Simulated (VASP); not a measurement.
Al2Ru, 3 atoms in the cell. It takes space group I4/mmm (No. 139, tetragonal). The conventional cell has a = 3.122 Å, b = 3.122 Å, c = 8.445 Å, α = 90.00°, β = 90.00°, γ = 90.00°. Al (site symmetry 4mm) has 5 Ru at 2.58 to 2.88 Å and 9 Al at 2.69 to 3.12 Å within 3.4 Å. Within 3.4 Å of Ru (site symmetry 4/mmm) lie 10 Al at 2.58 to 2.88 Å and 4 Ru at 3.12 Å. 

| Quantity | Value |
| --- | --- |
| Program | VASP 6.6.1 |
| Task | single point |
| Functional | r2SCAN |
| Potentials or basis | VASP PAW PBE potentials, release 64 (Al, Ru_pv) |
| Cutoff | 520 eV |
| k mesh | 18 × 18 × 18 |
| Occupations | gaussian, width 0.1 eV |
| Spin | no spin polarisation |
| Dipole correction | no |
| Further INCAR settings | ALGO = Normal; EDIFF = 1e-07; NBANDS = 17 |

Potentials or basis: VASP PAW PBE potentials, release 64 (Al, Ru_pv).

The run is started by

```bash
$ cat potpaw_PBE.64/Al/POTCAR potpaw_PBE.64/Ru_pv/POTCAR > POTCAR
$ cp INCAR.step1 INCAR
$ mpirun -np 1 vasp_std > vasp.out
$ cp INCAR.step2 INCAR
$ mpirun -np 1 vasp_std > vasp.out
```

Hardware: 1 thread of Intel(R) Xeon(R) 6975P-C (Granite Rapids) (shared host).

**Question.** How long does it take, and how much memory?

**Answer.** It took 13 min on 1 thread of Intel(R) Xeon(R) 6975P-C (Granite Rapids) (shared host), peak memory 0.46 GiB. Counts: k points 480.
